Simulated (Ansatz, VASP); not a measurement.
## Two plane-wave programs on CdS2O2

```
Cd S O
1.0
     3.44735    0.00000    0.00000
    -1.72367    2.98549    0.00000
     0.00000    0.00000    8.77570
Cd S O
1 2 2
Direct
  0.00000 0.00000 0.00000
  0.66667 0.33333 0.74396
  0.33333 0.66667 0.25604
  0.33333 0.66667 0.69520
  0.66667 0.33333 0.30480
```

Change from the starting cell: species swapped into the EuMg2Sb2 type (P-3m1, No. 164).

Alike in both runs: functional PBE; k mesh 6 × 6 × 4; occupations gaussian, width 0.1 eV; collinear spin.

Ansatz relaxed the structure, and its values are those at the end. VASP's run is a single point on that final structure, the one shown.

|  | VASP | Ansatz |
| --- | --- | --- |
| version | VASP 6.6.1 | Ansatz 0.2.0 |
| potentials or method | VASP PAW PBE potentials, release 64 (Cd, S, O), cutoff 520 eV | scalar-relativistic, plane waves, PAW |
| valence electrons in the cell | 36 | 44 |

VASP gave:

| Property | Result |
| --- | --- |
| gap on the k mesh at the Fermi level (eV) | none |
| pressure (GPa) | 0.3 |
| rms of the force components (eV/Å) | 0.012 |
| net moment per atom (μB) | 0.00 |

Question: Which values does Ansatz return?

Answer: gap on the k mesh at the Fermi level (eV): none; pressure (GPa): 0.2; rms of the force components (eV/Å): 0.005; net moment per atom (μB): 0.00.

A gap of «none» marks a metal or a gap that the smearing closes. VASP's potentials hold 36 valence electrons a cell and Ansatz's 44, so a difference there can come from the potentials and not from the codes. Ansatz's warnings: seeded moment not kept.
